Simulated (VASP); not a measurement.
# La2O3 (P4/mmm) in VASP: a series of runs, part 2 of 3

VASP 6.6.1. The steps go on from the part before.

### Step 3. Single point, PBE

This run uses another cell than the first one, of 24.12 Å³/atom, 1.235 times its volume.

The input, INCAR:

```
SYSTEM = La2O3
ALGO = Normal ; EDIFF = 1E-6
ENCUT = 520 ; GGA = PE
ISIF = 2 ; ISMEAR = 0
LASPH = .True. ; LCHARG = .True.
LELF = .True. ; LREAL = .False.
LVHAR = .True. ; LWAVE = .False.
NBANDS = 28 ; NELM = 100
PREC = Accurate ; SIGMA = 0.1
```

The input, KPOINTS:

```
k-points
0
Gamma
  4 4 4
  0 0 0
```

The input, POSCAR:

```
La2O3
1.0
    4.5129254842      0.0000000000      0.0000000000
    0.0000000000      4.5129254842      0.0000000000
    0.0000000000      0.0000000000      5.9215252901
La O
2 3
Direct
    0.0000000000      0.5000000000      0.0000000000
    0.5000000000      0.0000000000      0.0000000000
    0.5000000000      0.5000000000      0.1889346979
    0.5000000000      0.5000000000      0.8110653021
    0.5000000000      0.5000000000      0.5000000000
```

Potentials or basis: VASP PAW PBE potentials, release 64 (La, O).

The run is started by

```
cat potpaw_PBE.64/La/POTCAR potpaw_PBE.64/O/POTCAR > POTCAR
mpirun -np 1 vasp_std > vasp.out
```

OUTCAR:

```text
SYSTEM = La2O3
   EDIFF = 1E-6
   ENCUT = 520
   GGA = PE
   ISIF = 2
   ISMEAR = 0
   LASPH = .True.
   LREAL = .False.
   NELM = 100
   PREC = Accurate

 ion  position               nearest neighbor table
   1  0.000  0.500  0.000-   3 2.52   4 2.52   3 2.52   4 2.52   2 3.19   2 3.19   2 3.19   2 3.19

   2  0.500  0.000  0.000-   3 2.52   4 2.52   3 2.52   4 2.52   1 3.19   1 3.19   1 3.19   1 3.19

   3  0.500  0.500  0.189-   5 1.84   2 2.52   1 2.52   2 2.52   1 2.52
   4  0.500  0.500  0.811-   5 1.84   2 2.52   1 2.52   2 2.52   1 2.52
   5  0.500  0.500  0.500-   3 1.84   4 1.84

  LATTYP: Found a simple tetragonal cell.
 ALAT       =     4.5129254842
 C/A-ratio  =     1.3121256513

  Lattice vectors:

 A1 = (   4.5129254842,   0.0000000000,   0.0000000000)
 A2 = (   0.0000000000,   4.5129254842,   0.0000000000)
 A3 = (   0.0000000000,   0.0000000000,   5.9215252901)

Analysis of symmetry for initial positions (statically):
=====================================================================
 Subroutine PRICEL returns:
[... 170 lines left out ...]

 E-fermi :   4.2381     XC(G=0):  -8.3266

 val. band max:        4.2218154678   @ k =   0.2500   0.0000   0.5000
 cond. band min:       4.2453779853   @ k =   0.2500   0.0000   0.2500
 fundamental gap:      0.0235625175
 Fermi energy:         4.2380915961

 k-point     1 :       0.0000    0.0000    0.0000
  band No.  band energies     occupation
      1     -28.7548      2.00000
      2     -28.0047      2.00000
      3     -14.5783      2.00000
      4     -14.1090      2.00000
      5     -13.3448      2.00000
      6     -13.3448      2.00000
[... 547 lines left out ...]
     27       6.3241      0.00000
     28       6.3241      0.00000

------------------------ aborting loop because EDIFF is reached ----------------------------------------

  FORCE on cell =-STRESS in cart. coord.  units (eV):
  Direction    XX          YY          ZZ          XY          YZ          ZX
  --------------------------------------------------------------------------------------
  -------------------------------------------------------------------------------------
  Total       -0.0519183     -0.0519183     -0.1500481      0.0000000      0.0000000      0.0000000
  in kB       -0.6897328     -0.6897328     -1.9933852      0.0000000      0.0000000      0.0000000
  external PRESSURE =      -1.1242836 kB  Pullay stress =       0.0000000 kB

 VOLUME and BASIS-vectors are now :
 -----------------------------------------------------------------------------
  energy-cutoff  :      520.00
  volume of cell :      120.60
      direct lattice vectors                 reciprocal lattice vectors
     4.512925484  0.000000000  0.000000000     0.221585755  0.000000000  0.000000000
     0.000000000  4.512925484  0.000000000     0.000000000  0.221585755  0.000000000
     0.000000000  0.000000000  5.921525290     0.000000000  0.000000000  0.168875408

 POSITION                                       TOTAL-FORCE (eV/Angst)
 -----------------------------------------------------------------------------------
      0.00000      2.25646      0.00000        -0.000000      0.000000      0.000000
      2.25646      0.00000      0.00000        -0.000000      0.000000      0.000000
      2.25646      2.25646      1.11878         0.000000     -0.000000      0.001296
      2.25646      2.25646      4.80274         0.000000     -0.000000     -0.001296
      2.25646      2.25646      2.96076        -0.000000      0.000000      0.000000
 -----------------------------------------------------------------------------------
    total drift:                                0.000000      0.000000     -0.000000

  FREE ENERGIE OF THE ION-ELECTRON SYSTEM (eV)
  ---------------------------------------------------
  free  energy   TOTEN  =       -29.7934793209 eV

  energy  without entropy=      -29.7726909018  energy(sigma->0) =      -29.78308511
```

stdout:

```text
POSCAR found type information on POSCAR LaO
 POSCAR found :  2 types and       5 ions
 scaLAPACK will be used
 LDA part: xc-table for (Slater+PW92), standard interpolation
 POSCAR, INCAR and KPOINTS ok, starting setup
 FFT: planning ... GRIDC
 FFT: planning ... GRID_SOFT
 FFT: planning ... GRID
 WAVECAR not read
 entering main loop
```

It took 50 s on 1 thread of Intel Xeon 6975P-C (Granite Rapids), shared host; peak memory 0.26 GiB.

Results:

```yaml
Free_energy: -29.7935 eV
Pressure: -0.1 GPa
Band_gap_on_the_k_mesh: zero (band 20 reaches 4.60 eV, above the bottom of band 21 at 3.89 eV)
```

Levels at points of the mesh, in eV from the Fermi level:
```
           k point  band 16  band 17  band 18  band 19  band 20  band 21  band 22  band 23  band 24  band 25
(0.00, 0.00, 0.00)    -2.94    -2.94    -2.18    -0.96    -0.21    -0.21     1.41     1.72     1.84     2.11
(0.50, 0.00, 0.00)    -2.98    -2.78    -1.08    -0.20     0.36     1.03     1.52     1.55     1.60     1.77
(0.50, 0.50, 0.00)    -2.71    -2.71    -0.90    -0.90    -0.54     1.00     1.00     1.29     1.88     1.98
(0.00, 0.00, 0.50)    -2.46    -2.19    -0.96    -0.35    -0.35    -0.34     1.49     1.64     1.84     2.11
(0.50, 0.00, 0.50)    -2.53    -0.47    -0.34    -0.29     0.21     0.87     1.47     1.55     1.60     1.65
(0.50, 0.50, 0.50)    -3.18    -0.75    -0.42    -0.42    -0.28     0.90     0.90     1.32     1.69     1.96
```

Caveat: spin-orbit coupling is left out, which moves the levels of the heavy elements.

### Step 4. Single point, PBE

This run uses another cell than the first one, of 24.42 Å³/atom, 1.250 times its volume.

The input, INCAR:

```
PREC = Accurate
ENCUT = 520
EDIFF = 1E-6
ISMEAR = 0
SIGMA = 0.1
LREAL = F
LASPH = T
NELM = 100
ALGO = Normal
ISIF = 2
LWAVE = F
LCHARG = F
GGA = PE
NBANDS = 28
```

The input, KPOINTS:

```
Automatic mesh
0
Gamma
  8 8 6
```

The input, POSCAR:

```
La2O3
1.0
    4.5412810351      0.0000000000      0.0000000000
    0.0000000000      4.5412810351      0.0000000000
    0.0000000000      0.0000000000      5.9209126081
La O
2 3
Direct
    0.0000000000      0.5000000000      0.0000000000
    0.5000000000      0.0000000000      0.0000000000
    0.5000000000      0.5000000000      0.1880561486
    0.5000000000      0.5000000000      0.8119438514
    0.5000000000      0.5000000000      0.5000000000
```

The run is started by

```
cat potpaw_PBE.64/La/POTCAR potpaw_PBE.64/O/POTCAR > POTCAR
mpirun -np 1 vasp_std > vasp.out
```

Run time: 2.3 min. Hardware: 1 thread of Intel Xeon 6975P-C (Granite Rapids), shared host; peak memory 0.36 GiB.

The run converged. Its results:

| Property | Result |
| --- | --- |
| Free energy | -29.7948 eV |
| Pressure | -0.1 GPa |
| Largest force | 0.020 eV/Å |
| Band gap on the k mesh | zero (band 20 reaches 4.57 eV, above the bottom of band 21 at 3.88 eV) |

Forces in eV/Å, atoms in the order of the input:
```
La   0.000  0.000  0.000
La   0.000  0.000  0.000
O    0.000  0.000 -0.020
O    0.000  0.000  0.020
O    0.000  0.000  0.000
```

Levels at points of the mesh, in eV from the Fermi level:
| k point | band 17 | band 18 | band 19 | band 20 | band 21 | band 22 | band 23 | band 24 |
| --- | --- | --- | --- | --- | --- | --- | --- | --- |
| (0.00, 0.00, 0.00) | -2.88 | -2.01 | -0.83 | -0.14 | -0.14 | 1.44 | 1.79 | 1.90 |
| (0.50, 0.00, 0.00) | -2.70 | -0.99 | -0.14 | 0.46 | 1.13 | 1.60 | 1.61 | 1.67 |
| (0.50, 0.50, 0.00) | -2.63 | -0.83 | -0.83 | -0.40 | 1.09 | 1.09 | 1.40 | 1.93 |
| (0.00, 0.00, 0.50) | -2.01 | -0.83 | -0.27 | -0.27 | -0.23 | 1.57 | 1.70 | 1.89 |
| (0.50, 0.00, 0.50) | -0.39 | -0.25 | -0.17 | 0.32 | 0.97 | 1.55 | 1.61 | 1.67 |
| (0.50, 0.50, 0.50) | -0.62 | -0.34 | -0.34 | -0.16 | 0.99 | 0.99 | 1.42 | 1.76 |

Caveat: spin-orbit coupling is left out, which moves the levels of the heavy elements.

### Step 5. Relaxation of cell and atoms, PBE

The input, INCAR:

```
PREC     = Accurate       # precision mode
ENCUT    = 600            # plane-wave cutoff, eV
EDIFF    = 1E-7           # SCF threshold, eV
ISMEAR   = 0              # smearing method
SIGMA    = 0.1            # smearing width, eV
LREAL    = False          # projectors in reciprocal space
LASPH    = True           # aspherical terms in the spheres
NELM     = 60             # most SCF steps
ALGO     = Normal         # electronic algorithm
ISIF     = 3              # what is computed and relaxed
LWAVE    = False          # write WAVECAR
LCHARG   = False          # write CHGCAR
GGA      = PE             # functional
IBRION   = 2              # ionic algorithm
NSW      = 90             # ionic steps
EDIFFG   = -0.04          # ionic threshold
```

The input, KPOINTS:

```
Automatic mesh
0
Gamma
  4 4 4
```

The input, POSCAR:

```
La2O3
1.0
    3.9841656000      0.0000000000      0.0000000000
    0.0000000000      3.9841656000      0.0000000000
    0.0000000000      0.0000000000      6.1533913900
La O
2 3
Direct
    0.0000000000      0.5000000000      0.0000000000
    0.5000000000      0.0000000000      0.0000000000
    0.5000000000      0.5000000000      0.2429990900
    0.5000000000      0.5000000000      0.7570009100
    0.5000000000      0.5000000000      0.5000000000
```

The run is started by

```
cat potpaw_PBE.64/La/POTCAR potpaw_PBE.64/O/POTCAR > POTCAR
mpirun -np 1 vasp_std > vasp.out
```

Run time: 4.6 min. Hardware: 1 thread of Intel Xeon 6975P-C (Granite Rapids), shared host; peak memory 0.26 GiB.

It converged, with:

```
Free energy                            : -29.7769 eV
Relaxed volume                         : 24.02 Å³/atom
Relaxed cell                           : a = 4.507 Å, b = 4.507 Å, c = 5.912 Å, α = 90.00°, β = 90.00°, γ = 90.00°
Space group after relaxing (to 0.05 Å) : P4/mmm (No. 123)
Energy gained by relaxing              : 654.9 meV/atom
Ionic steps                            : 8
Pressure after relaxing                : 0.0 GPa
Largest force after relaxing           : 0.005 eV/Å
Band gap on the k mesh                 : zero (band 20 reaches 4.65 eV, above the bottom of band 21 at 3.93 eV)
```

Forces in eV/Å, atoms in the order of the input:
```
La   0.000  0.000  0.000
La   0.000  0.000  0.000
O    0.000  0.000  0.005
O    0.000  0.000 -0.005
O    0.000  0.000  0.000
```

Step by step:
```
step  energy change (eV)  largest force (eV/Å)  pressure (GPa)  volume (Å³)
   1              0.0000                4.9440           19.13        97.68
   2             -2.5567                1.3424           -5.53       134.33
   3             -2.5816                1.5555           -4.30       129.65
   4             -3.2465                0.3225           -1.97       123.84
   5             -3.2556                0.1020           -1.59       123.12
   6             -3.2697                0.1485            0.79       118.87
   7             -3.2741                0.0614           -0.04       120.24
   8             -3.2743                0.0046            0.02       120.10
```

Final structure:
```xyz
5
Lattice="4.5073 0.0000 0.0000 0.0000 4.5073 0.0000 0.0000 0.0000 5.9116" Properties=species:S:1:pos:R:3 pbc="T T T"
La    4.5073    2.2536    0.0000
La    2.2536    4.5073    0.0000
O     2.2536    2.2536    1.1173
O     2.2536    2.2536    4.7943
O     2.2536    2.2536    2.9558
```

Levels at points of the mesh, in eV from the Fermi level:
| k point | band 18 | band 19 | band 20 | band 21 | band 22 | band 23 |
| --- | --- | --- | --- | --- | --- | --- |
| (0.00, 0.00, 0.00) | -2.18 | -0.96 | -0.21 | -0.21 | 1.41 | 1.73 |
| (0.50, 0.00, 0.00) | -1.08 | -0.20 | 0.38 | 1.03 | 1.53 | 1.56 |
| (0.50, 0.50, 0.00) | -0.91 | -0.91 | -0.54 | 1.01 | 1.01 | 1.30 |
| (0.00, 0.00, 0.50) | -0.96 | -0.36 | -0.36 | -0.34 | 1.50 | 1.65 |
| (0.50, 0.00, 0.50) | -0.34 | -0.28 | 0.22 | 0.87 | 1.48 | 1.56 |
| (0.50, 0.50, 0.50) | -0.43 | -0.43 | -0.27 | 0.90 | 0.90 | 1.32 |

Caveat: the k points lie up to 0.35 Å⁻¹ apart in the final cell; the volume moved by over 15 % at a fixed basis, so the end points are rough; spin-orbit coupling is left out, which moves the levels of the heavy elements.

[end of part 2 of 3]
